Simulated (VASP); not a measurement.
# SnSe2 (P-3m1) in VASP: further runs, part 2 of 2

VASP 6.6.1.

## 3. Single point, PBEsol (26.24 Å³/atom)

This run uses another cell than the first one, of 26.24 Å³/atom.

The input, INCAR:

```
SYSTEM = SnSe2
  PREC = Accurate
  ENCUT = 520
  EDIFF = 1E-6
  ISMEAR = -1
  SIGMA = 0.05
  LREAL = .FALSE.
  LASPH = .TRUE.
  NELM = 60
  ALGO = Normal
  ISIF = 2
  LWAVE = .FALSE.
  LCHARG = .TRUE.
  GGA = PS
  LELF = .TRUE.
  LVHAR = .TRUE.
  NBANDS = 20
```

The input, KPOINTS:

```
regular mesh
0
G
  8 8 5
  0 0 0
```

The input, POSCAR:

```
SnSe2
1.0
    3.8362391461      0.0000000000      0.0000000000
   -1.9181195731      3.3222805555      0.0000000000
    0.0000000000      0.0000000000      6.1766369459
Sn Se
1 2
Direct
    0.0000000000      0.0000000000      0.0000000000
    0.6666666667      0.3333333333      0.7510000000
    0.3333333333      0.6666666667      0.2490000000
```

Potentials or basis: VASP PAW PBE potentials, release 64 (Sn_d, Se).

On the command line:

```
cat potpaw_PBE.64/Sn_d/POTCAR potpaw_PBE.64/Se/POTCAR > POTCAR
mpirun -np 1 vasp_std > vasp.out
```

Wall time 76 s (1 thread of AMD EPYC 7R13, shared host); peak memory 0.2 GiB.

The run converged. Its results:

| Property | Result |
| --- | --- |
| Free energy | -12.9616 eV |
| Pressure | 1.2 GPa |
| Largest force | 0.429 eV/Å |
| Band gap on the k mesh | 0.71 eV (least direct gap 0.92 eV) |

Forces in eV/Å, atoms in the order of the input:
```
Sn   0.000  0.000  0.000
Se   0.000  0.000 -0.429
Se   0.000  0.000  0.429
```

Stress tensor (GPa, compression positive):
```
0.55 0.00 0.00
0.00 0.55 0.00
0.00 0.00 2.44
```

Levels at points of the mesh, in eV from the valence-band top:
```
           k point  band 10  band 11  band 12  band 13  band 14  band 15  band 16  band 17
(0.00, 0.00, 0.00)    -0.69    -0.39    -0.39    -0.01     0.90     2.82     4.54     4.54
(0.50, 0.00, 0.00)    -2.86    -2.64    -1.19    -0.30     1.07     3.67     5.35     5.38
```

Caveat: the PAW data sets were made with another functional, which shifts forces and pressure a little; spin-orbit coupling is left out, which moves the levels of the heavy elements; an odd mesh through Γ misses points on the zone boundary, where band edges can lie; this functional lacks dispersion, which binds the layers, so the pressure and a relaxed spacing across them are unreliable.

## 4. Single point, PBEsol (27.27 Å³/atom)

This run uses another cell than the first one, of 27.27 Å³/atom.

The input, INCAR:

```
SYSTEM = SnSe2
  PREC = Accurate
  ENCUT = 520
  EDIFF = 1E-6
  ISMEAR = -1
  SIGMA = 0.05
  LREAL = .False.
  LASPH = .True.
  NELM = 100
  ALGO = Normal
  ISIF = 2
  LWAVE = .False.
  LCHARG = .False.
  GGA = PS
  NBANDS = 20
```

The input, KPOINTS:

```
Automatic mesh
0
Gamma
  8 8 5
  0 0 0
```

The input, POSCAR:

```
SnSe2
1.0
    3.8857444663      0.0000000000      0.0000000000
   -1.9428722331      3.3651534204      0.0000000000
    0.0000000000      0.0000000000      6.2563442784
Sn Se
1 2
Direct
    0.0000000000      0.0000000000      0.0000000000
    0.6666666667      0.3333333333      0.7510000000
    0.3333333333      0.6666666667      0.2490000000
```

On the command line:

```
cat potpaw_PBE.64/Sn_d/POTCAR potpaw_PBE.64/Se/POTCAR > POTCAR
mpirun -np 1 vasp_std > vasp.out
```

Run time: 75 s. Hardware: 1 thread of AMD EPYC 7R13, shared host; peak memory 0.2 GiB.

It converged, with:

| Quantity | Value |
| --- | --- |
| Free energy | -12.9599 eV |
| Pressure | -1.3 GPa |
| Largest force | 0.088 eV/Å |
| Band gap on the k mesh | 0.66 eV (least direct gap 0.77 eV) |

Forces on the atoms (eV/Å):
```
Sn   0.000  0.000  0.000
Se   0.000  0.000 -0.088
Se   0.000  0.000  0.088
```

Stress tensor (GPa, compression positive):
```
-1.94  0.00  0.00
 0.00 -1.94  0.00
 0.00  0.00  0.00
```

Levels at points of the mesh, in eV from the valence-band top:
```
           k point  band 9  band 10  band 11  band 12  band 13  band 14  band 15  band 16  band 17  band 18
(0.00, 0.00, 0.00)   -0.65    -0.65    -0.37    -0.37    -0.02     0.75     2.79     4.46     4.46     7.94
(0.50, 0.00, 0.00)   -4.21    -2.72    -2.50    -1.11    -0.29     1.02     3.63     5.28     5.38     6.89
```

Caveat: the PAW data sets were made with another functional, which shifts forces and pressure a little; spin-orbit coupling is left out, which moves the levels of the heavy elements; an odd mesh through Γ misses points on the zone boundary, where band edges can lie; this functional lacks dispersion, which binds the layers, so the pressure and a relaxed spacing across them are unreliable.

## 5. Single point, revPBE+D3(BJ)

This run uses another cell than the first one, of 24.77 Å³/atom.

The input, INCAR:

```
SYSTEM = SnSe2
PREC = Accurate ; ENCUT = 520
EDIFF = 1E-6 ; ISMEAR = -1
SIGMA = 0.05 ; LREAL = .False.
LASPH = .True. ; NELM = 60
ALGO = Normal ; ISIF = 2
LWAVE = .False. ; LCHARG = .False.
GGA = RE ; IVDW = 12
NBANDS = 20
```

The input, KPOINTS:

```
regular mesh
0
Gamma
  8 8 5
  0 0 0
```

The input, POSCAR:

```
SnSe2
1.0
    3.8257082145      0.0000000000      0.0000000000
   -1.9128541072      3.3131605012      0.0000000000
    0.0000000000      0.0000000000      5.8618785451
Sn Se
1 2
Direct
    0.0000000000      0.0000000000      0.0000000000
    0.6666666667      0.3333333333      0.7282957876
    0.3333333333      0.6666666667      0.2717042124
```

On the command line:

```
cat potpaw_PBE.64/Sn_d/POTCAR potpaw_PBE.64/Se/POTCAR > POTCAR
mpirun -np 1 vasp_std > vasp.out
```

Wall time 52 s (1 thread of Intel Xeon 8259CL, shared host); peak memory 0.23 GiB.

It converged, with:

* Free energy: -12.9885 eV
* Pressure: 0.1 GPa
* Largest force: 0.015 eV/Å
* Band gap on the k mesh: 0.40 eV (least direct gap 0.80 eV)
* Dispersion energy per atom: -0.724 eV

Forces in eV/Å, atoms in the order of the input:
```
Sn   0.000  0.000  0.000
Se   0.000  0.000 -0.015
Se   0.000  0.000  0.015
```

Levels at points of the mesh, in eV from the valence-band top:
| k point | band 9 | band 10 | band 11 | band 12 | band 13 | band 14 | band 15 | band 16 | band 17 | band 18 |
| --- | --- | --- | --- | --- | --- | --- | --- | --- | --- | --- |
| (0.00, 0.00, 0.00) | -0.83 | -0.83 | -0.74 | -0.74 | -0.11 | 0.69 | 2.90 | 4.46 | 4.46 | 8.08 |
| (0.50, 0.00, 0.00) | -4.45 | -3.50 | -2.86 | -1.95 | -0.45 | 1.16 | 3.44 | 4.72 | 4.83 | 6.95 |

Caveat: the PAW data sets were made with another functional, which shifts forces and pressure a little; spin-orbit coupling is left out, which moves the levels of the heavy elements; an odd mesh through Γ misses points on the zone boundary, where band edges can lie.

## 6. Single point, revPBE+D4

This run uses another cell than the first one, of 24.94 Å³/atom.

The input, INCAR:

```
ALGO     = Normal         # electronic algorithm
EDIFF    = 1E-7           # SCF threshold, eV
ENCUT    = 520            # plane-wave cutoff, eV
GGA      = RE             # functional
ISIF     = 2              # what is computed and relaxed
ISMEAR   = -1             # smearing method
IVDW     = 13             # dispersion correction
LASPH    = T              # aspherical terms in the spheres
LCHARG   = F              # write CHGCAR
LREAL    = F              # projectors in reciprocal space
LWAVE    = F              # write WAVECAR
NBANDS   = 20             # bands
NELM     = 60             # most SCF steps
PREC     = Accurate       # precision mode
SIGMA    = 0.05           # smearing width, eV
```

The input, KPOINTS:

```
k-points
0
Gamma
  8 8 5
```

The input, POSCAR:

```
SnSe2
1.0
    3.8265602460      0.0000000000      0.0000000000
   -1.9132801230      3.3138983821      0.0000000000
    0.0000000000      0.0000000000      5.9014259234
Sn Se
1 2
Direct
    0.0000000000      0.0000000000      0.0000000000
    0.6666666667      0.3333333333      0.7299054106
    0.3333333333      0.6666666667      0.2700945894
```

Potentials or basis: VASP PAW PBE potentials, release 64 (Sn_d, Se).

On the command line:

```
cat potpaw_PBE.64/Sn_d/POTCAR potpaw_PBE.64/Se/POTCAR > POTCAR
mpirun -np 1 vasp_std > vasp.out
```

It took 70 s on 1 thread of Intel Xeon 8259CL, shared host; peak memory 0.22 GiB.

It converged, with:

```yaml
Free_energy: -12.9076 eV
Pressure: 0.1 GPa
Largest_force: 0.016 eV/Å
Band_gap_on_the_k_mesh: 0.45 eV (least direct gap 0.84 eV)
Dispersion_energy_per_atom: -0.692 eV
```

Forces in eV/Å, atoms in the order of the input:
```
Sn   0.000  0.000  0.000
Se   0.000  0.000 -0.016
Se   0.000  0.000  0.016
```

Levels at points of the mesh, in eV from the valence-band top:
```csv
k point,band 11,band 12,band 13,band 14,band 15,band 16
"(0.00, 0.00, 0.00)",-0.67,-0.67,-0.10,0.74,2.94,4.49
"(0.50, 0.00, 0.00)",-2.79,-1.86,-0.42,1.17,3.48,4.79
```

Caveat: the PAW data sets were made with another functional, which shifts forces and pressure a little; spin-orbit coupling is left out, which moves the levels of the heavy elements; an odd mesh through Γ misses points on the zone boundary, where band edges can lie.

## 7. The runs side by side

```csv
level,cell,gap on the mesh (eV),pressure (GPa),largest force (eV/Å)
PBEsol,"a = 3.785, b = 3.785, c = 6.095 Å, angles 90.0, 90.0, 120.0°, 3 atoms, atomic positions A",0.76,4.3,0.83
PBEsol,"a = 3.836, b = 3.836, c = 6.177 Å, angles 90.0, 90.0, 120.0°, 3 atoms, atomic positions A",0.71,1.2,0.43
PBEsol,"a = 3.886, b = 3.886, c = 6.256 Å, angles 90.0, 90.0, 120.0°, 3 atoms, atomic positions A",0.66,-1.3,0.09
revPBE+D3(BJ),"a = 3.826, b = 3.826, c = 5.862 Å, angles 90.0, 90.0, 120.0°, 3 atoms, atomic positions B",0.40,0.1,0.01
revPBE+D4,"a = 3.827, b = 3.827, c = 5.901 Å, angles 90.0, 90.0, 120.0°, 3 atoms, atomic positions B",0.45,0.1,0.02
```

Alike in all rows: task single point; potentials or basis VASP PAW PBE potentials, release 64 (Sn_d, Se); no spin polarisation; k mesh 8 × 8 × 5; cutoff (eV) 520; smearing fermi-dirac 0.05 eV.

Caveats: the PAW data sets were made with another functional, which shifts forces and pressure a little; spin-orbit coupling is left out, which moves the levels of the heavy elements; an odd mesh through Γ misses points on the zone boundary, where band edges can lie; this functional lacks dispersion, which binds the layers, so the pressure and a relaxed spacing across them are unreliable (at least some runs); the cell stands under pressure (at least some runs).

Absolute energies hang on the potentials; compare differences alone.
